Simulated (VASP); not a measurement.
A run of VASP 6.6.1 is set up as follows.

File INCAR:

```
  PREC = Accurate
  ENCUT = 500
  EDIFF = 1E-6
  ISMEAR = 0
  SIGMA = 0.017
  LREAL = F
  LASPH = T
  NELM = 120
  ALGO = Normal
  ISIF = 2
  LWAVE = F
  LCHARG = T
  GGA = PE
  LELF = T
  LVHAR = T
  NBANDS = 22
  GGA_COMPAT = F
```

Contents of KPOINTS:

```
Automatic mesh
0
Gamma
  9 9 5
```

File POSCAR:

```
PtS2
1.0
    3.5432000000      0.0000000000      0.0000000000
   -1.7716000000      3.0685012107      0.0000000000
    0.0000000000      0.0000000000      5.0388000000
Pt S
1 2
Direct
    0.0000000000      0.0000000000      0.0000000000
    0.6666666667      0.3333333333      0.7730000000
    0.3333333333      0.6666666667      0.2270000000
```

Potentials or basis: VASP PAW PBE potentials, release 64 (Pt_sv_GW, S).

Run with:

```sh
$ cat potpaw_PBE.64/Pt_sv_GW/POTCAR potpaw_PBE.64/S/POTCAR > POTCAR
$ mpirun -np 1 vasp_std > vasp.out
```

Problem. Estimate the pressure.

Solution. 10.2 GPa.

Problem. Estimate the band gap on the k mesh.

Solution. 1.03 eV, indirect (least direct gap 1.08 eV).

Problem. What does it give for the largest force?

Solution. 1.232 eV/Å.

Stress tensor (GPa, compression positive):
```
10.77  0.00  0.00
 0.00 10.77  0.00
 0.00  0.00  9.21
```

Caveat: spin-orbit coupling is left out, which moves the levels of the heavy elements; forces of over 1 eV/Å act on the atoms, so gaps and moduli don't describe the material at rest. A k mesh can miss the band edges.
